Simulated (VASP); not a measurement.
# Cr (Fd-3m) in VASP: further runs

The runs below take Cr through single point, with RPBE.

Everything below comes from runs of VASP 6.6.1. Logs are shortened: lines on timing, memory, paths and dates and some standing lists are left out, and cuts for length are marked.

## (1) The cell of the first run

The structure is cubic, space group Fd-3m (No. 227). The conventional cell has a = 5.612 Å, b = 5.612 Å, c = 5.612 Å, α = 90.00°, β = 90.00°, γ = 90.00°. Cr (site symmetry -43m) has 4 Cr at 2.43 Å within 3.2 Å.

This isn't the form of Cr at room conditions, which is bcc.

## (2) Single point, RPBE, collinear spin, antiferromagnetic start

Contents of INCAR:

```
SYSTEM = Cr
PREC     = Accurate       ! precision mode
ENCUT    = 520            ! plane-wave cutoff, eV
EDIFF    = 1E-6           ! SCF threshold, eV
ISMEAR   = -1             ! smearing method
SIGMA    = 0.05           ! smearing width, eV
LREAL    = .FALSE.        ! projectors in reciprocal space
LASPH    = .TRUE.         ! aspherical terms in the spheres
NELM     = 150            ! most SCF steps
ALGO     = Normal         ! electronic algorithm
ISIF     = 2              ! what is computed and relaxed
LWAVE    = .FALSE.        ! write WAVECAR
LCHARG   = .FALSE.        ! write CHGCAR
ISPIN    = 2              ! spin polarisation
MAGMOM   = 1.5 -1.5       ! initial moments
LORBIT   = 11             ! projections on sites
LMAXMIX  = 4              ! l up to which the mixer works
GGA      = RP             ! functional
NBANDS   = 23             ! bands
```

Contents of KPOINTS:

```
regular mesh
0
G
  11 11 11
  0 0 0
```

Contents of POSCAR:

```
Cr
1.0
    0.0000000000      2.8058185975      2.8058185975
    2.8058185975      0.0000000000      2.8058185975
    2.8058185975      2.8058185975      0.0000000000
Cr
2
Direct
    0.1250000000      0.1250000000      0.1250000000
    0.8750000000      0.8750000000      0.8750000000
```

Potentials or basis: VASP PAW PBE potentials, release 64 (Cr_pv).

Command:

```
$ cat potpaw_PBE.64/Cr_pv/POTCAR > POTCAR
$ mpirun -np 1 vasp_std > vasp.out
```

OUTCAR:

```text
SYSTEM = Cr
   PREC = Accurate
   ENCUT = 520
   EDIFF = 1E-6
   ISMEAR = -1
   LREAL = .FALSE.
   LASPH = .TRUE.
   NELM = 150
   ISIF = 2
   ISPIN = 2
   LORBIT = 11
   GGA = RP

 ion  position               nearest neighbor table
   1  0.125  0.125  0.125-   2 2.43   2 2.43   2 2.43   2 2.43
   2  0.875  0.875  0.875-   1 2.43   1 2.43   1 2.43   1 2.43

  LATTYP: Found a face centered cubic cell.
 ALAT       =     5.6116371950

  Lattice vectors:

 A1 = (   0.0000000000,   2.8058185975,   2.8058185975)
 A2 = (   2.8058185975,   0.0000000000,   2.8058185975)
 A3 = (   2.8058185975,   2.8058185975,   0.0000000000)

Analysis of symmetry for initial positions (statically):
=====================================================================
 Subroutine PRICEL returns:
 Original cell was already a primitive cell.

 Routine SETGRP: Setting up the symmetry group for a
 face centered cubic supercell.

 Subroutine GETGRP returns: Found 48 space group operations
 (whereof 12 operations were pure point group operations)
 out of a pool of 48 trial point group operations.

The static configuration has the point symmetry D_3d.
 The point group associated with its full space group is O_h .

Analysis of symmetry for dynamics (positions and initial velocities):
=====================================================================
 Subroutine PRICEL returns:
 Original cell was already a primitive cell.

 Routine SETGRP: Setting up the symmetry group for a
 face centered cubic supercell.

 Subroutine GETGRP returns: Found 48 space group operations
 (whereof 12 operations were pure point group operations)
 out of a pool of 48 trial point group operations.

The dynamic configuration has the point symmetry D_3d.
 The point group associated with its full space group is O_h .

Analysis of structural, dynamic, and magnetic symmetry:
=====================================================================
 Subroutine PRICEL returns:
 Original cell was already a primitive cell.

 Routine SETGRP: Setting up the symmetry group for a
 face centered cubic supercell.

 Subroutine GETGRP returns: Found 48 space group operations
 (whereof 12 operations were pure point group operations)
 out of a pool of 48 trial point group operations.

The overall configuration has the point symmetry D_3d.
 The point group associated with its full space group is O_h .

 Subroutine INISYM returns: Found 48 space group operations
 (whereof 12 operations are pure point group operations),
 and found     1 'primitive' translations

----------------------------------------------------------------------------------------

                                     Primitive cell

  volume of cell :      44.1783
[... 115 lines left out ...]
   LHFCALC =     F    Hartree Fock is set to
   AEXX    =    0.0000 exact exchange contribution
   IVDW    =     0    specifies the selected vdW correction
   LEPSILON=     F    determine dielectric tensor
   LRPA    =     F    only Hartree local field effects (RPA)
 spin polarized calculation
  energy-cutoff  :      520.00
  volume of cell :       44.18
 maximum number of plane-waves:      1243
 NGX is ok and might be reduce to    30
   NGX = 15   NGY = 15   NGZ = 15

 number of electron      24.0000014 magnetization      -0.0000000

 number of electron      24.0000014 magnetization       0.0000000

 Free energy of the ion-electron system (eV)
  ---------------------------------------------------
  ext. energy  EPLUGINS =         0.00000000
  ---------------------------------------------------
  free energy    TOTEN  =       -14.52396982 eV

  energy without entropy =      -14.51662046  energy(sigma->0) =      -14.52029514

 E-fermi :   3.9680     XC(G=0):  -9.7062

 val. band max:        3.9412744667   @ k =  -0.2727   0.4545   0.1818
 cond. band min:       3.9808408575   @ k =  -0.3636   0.4545   0.0909
 fundamental gap:      0.0395663908
 Fermi energy:         3.9680093820

 spin component 1

 k-point     1 :       0.0000    0.0000    0.0000
  band No.  band energies     occupation
      1     -39.2495      1.00000
      2     -39.2495      1.00000
      3     -39.2495      1.00000
      4     -35.9971      1.00000
      5     -35.9970      1.00000
      6     -35.9970      1.00000
[... 613 lines left out ...]
     22      14.6117      0.00000
     23      15.4421      0.00000

 [... further k-points ...]

 spin component 2

 k-point     1 :       0.0000    0.0000    0.0000
  band No.  band energies     occupation
      1     -39.2495      1.00000
      2     -39.2495      1.00000
      3     -39.2495      1.00000
      4     -35.9971      1.00000
      5     -35.9970      1.00000
      6     -35.9970      1.00000
[... 613 lines left out ...]
     22      14.6117      0.00000
     23      15.4421      0.00000

 [... further k-points ...]

------------------------ aborting loop because EDIFF is reached ----------------------------------------

  FORCE on cell =-STRESS in cart. coord.  units (eV):
  Direction    XX          YY          ZZ          XY          YZ          ZX
  --------------------------------------------------------------------------------------
  -------------------------------------------------------------------------------------
  Total        0.0355071      0.0355071      0.0355071     -0.0000000      0.0000000      0.0000000
  in kB        1.2877062      1.2877062      1.2877062     -0.0000000      0.0000000      0.0000000
  external PRESSURE =       1.2877062 kB  Pullay stress =       0.0000000 kB

 VOLUME and BASIS-vectors are now :
 -----------------------------------------------------------------------------
  energy-cutoff  :      520.00
  volume of cell :       44.18
      direct lattice vectors                 reciprocal lattice vectors
     0.000000000  2.805818598  2.805818598    -0.178201114  0.178201114  0.178201114
     2.805818598  0.000000000  2.805818598     0.178201114 -0.178201114  0.178201114
     2.805818598  2.805818598  0.000000000     0.178201114  0.178201114 -0.178201114

 POSITION                                       TOTAL-FORCE (eV/Angst)
 -----------------------------------------------------------------------------------
      0.70145      0.70145      0.70145         0.000000      0.000000      0.000000
      4.91018      4.91018      4.91018        -0.000000     -0.000000     -0.000000
 -----------------------------------------------------------------------------------
    total drift:                               -0.000000      0.000000      0.000000

  FREE ENERGIE OF THE ION-ELECTRON SYSTEM (eV)
  ---------------------------------------------------
  free  energy   TOTEN  =       -14.5239698195 eV

  energy  without entropy=      -14.5166204641  energy(sigma->0) =      -14.52029514

 total charge

# of ion       s       p       d       tot
------------------------------------------
    1        0.400   6.107   4.269  10.776
    2        0.400   6.107   4.269  10.776
--------------------------------------------------
tot          0.800  12.213   8.538  21.552

 magnetization (x)

# of ion       s       p       d       tot
------------------------------------------
    1        0.053  -0.044   3.219   3.229
    2       -0.053   0.044  -3.219  -3.229
--------------------------------------------------
tot         -0.000   0.000   0.000  -0.000
```

OSZICAR:

```text
N       E                     dE             d eps       ncg     rms          rms(c)
DAV:   1     0.245079519159E+03    0.24508E+03   -0.14121E+04  5160   0.113E+03
DAV:   2    -0.753085591120E+01   -0.25261E+03   -0.24513E+03  5250   0.351E+02
DAV:   3    -0.146611994619E+02   -0.71303E+01   -0.70868E+01  6279   0.734E+01
DAV:   4    -0.147439539148E+02   -0.82754E-01   -0.82591E-01  6786   0.727E+00
DAV:   5    -0.147455451707E+02   -0.15913E-02   -0.15822E-02  5926   0.104E+00    0.921E+00
DAV:   6    -0.140212151156E+02    0.72433E+00   -0.10329E+01  5824   0.259E+01    0.947E+00
DAV:   7    -0.142533427481E+02   -0.23213E+00   -0.17429E+00  5355   0.978E+00    0.478E+00
DAV:   8    -0.144940668587E+02   -0.24072E+00   -0.97985E-01  5916   0.501E+00    0.228E+00
DAV:   9    -0.145168618989E+02   -0.22795E-01   -0.27557E-01  5985   0.296E+00    0.898E-01
DAV:  10    -0.145204398651E+02   -0.35780E-02   -0.59700E-02  5818   0.144E+00    0.546E-01
DAV:  11    -0.145238051288E+02   -0.33653E-02   -0.14078E-02  5882   0.672E-01    0.130E-01
DAV:  12    -0.145239481178E+02   -0.14299E-03   -0.26199E-04  5779   0.124E-01    0.542E-02
DAV:  13    -0.145239682078E+02   -0.20090E-04   -0.79798E-05  6220   0.460E-02    0.122E-02
DAV:  14    -0.145239700538E+02   -0.18460E-05   -0.11149E-05  5614   0.240E-02    0.543E-03
DAV:  15    -0.145239698195E+02    0.23430E-06   -0.92457E-07  4148   0.597E-03
   1 F= -.14523970E+02 E0= -.14520295E+02  d E =-.734936E-02  mag=     0.0000
```

It took 51 s on 1 thread of AMD EPYC 9R45 (Zen 5), shared host; peak memory 0.2 GiB.

What came out:

```
Free energy                                           : -14.5240 eV
Pressure                                              : 0.1 GPa
Band gap on the k mesh                                : zero (filled and empty bands overlap)
Net moment                                            : 0.00 μB per cell
Site moments                                          : Cr +3.23, -3.23 μB
Valence electrons inside the program's atomic spheres : Cr 10.78
```

Caveat: an empty level that is flat over the whole mesh can mark a ghost state of the potentials, or a narrow d or f band; the antiferromagnetic order is the one typed at the start, and another may lie lower; the PAW data sets were made with another functional, which shifts forces and pressure a little.

## (3) Single point, RPBE, collinear spin, antiferromagnetic start (22.09 Å³/atom)

Contents of INCAR:

```
SYSTEM = Cr
PREC = Accurate
ENCUT = 520
EDIFF = 1E-6
ISMEAR = -1
SIGMA = 0.05
LREAL = .FALSE.
LASPH = .TRUE.
NELM = 150
ALGO = Normal
ISIF = 2
LWAVE = .FALSE.
LCHARG = .FALSE.
ISPIN = 2
MAGMOM = 3.003 -3.003
LORBIT = 11
LMAXMIX = 4
GGA = RP
NBANDS = 23
```

KPOINTS is that of step 2.

POSCAR is that of step 2.

Potentials or basis: VASP PAW PBE potentials, release 64 (Cr_pv).

Command:

```
$ cat potpaw_PBE.64/Cr_pv/POTCAR > POTCAR
$ mpirun -np 1 vasp_std > vasp.out
```

Wall time 48 s (1 thread of AMD EPYC 9R45 (Zen 5), shared host); peak memory 0.2 GiB.

It converged, with:

| Item | Value |
| --- | --- |
| Free energy | -14.5240 eV |
| Pressure | 0.1 GPa |
| Band gap on the k mesh | zero (filled and empty bands overlap) |
| Net moment | 0.00 μB per cell |
| Site moments | Cr +3.23, -3.23 μB |
| Valence electrons inside the program's atomic spheres | Cr 10.78 |

Levels at points of the mesh, in eV from the Fermi level:
Spin up:
| k point | band 10 | band 11 | band 12 | band 13 | band 14 | band 15 |
| --- | --- | --- | --- | --- | --- | --- |
| (0.00, 0.00, 0.00) | -0.91 | -0.91 | -0.91 | 2.02 | 2.02 | 2.02 |
Spin down:
```tsv
k point	band 9	band 10	band 11	band 12	band 13	band 14	band 15	band 16
(0.00, 0.00, 0.00)	-0.92	-0.91	-0.91	-0.91	2.02	2.02	2.02	3.53
```

Caveat: an empty level that is flat over the whole mesh can mark a ghost state of the potentials, or a narrow d or f band; the antiferromagnetic order is the one typed at the start, and another may lie lower; the PAW data sets were made with another functional, which shifts forces and pressure a little.

The gap in the log of VASP goes by the Fermi energy; the results here count the filled bands.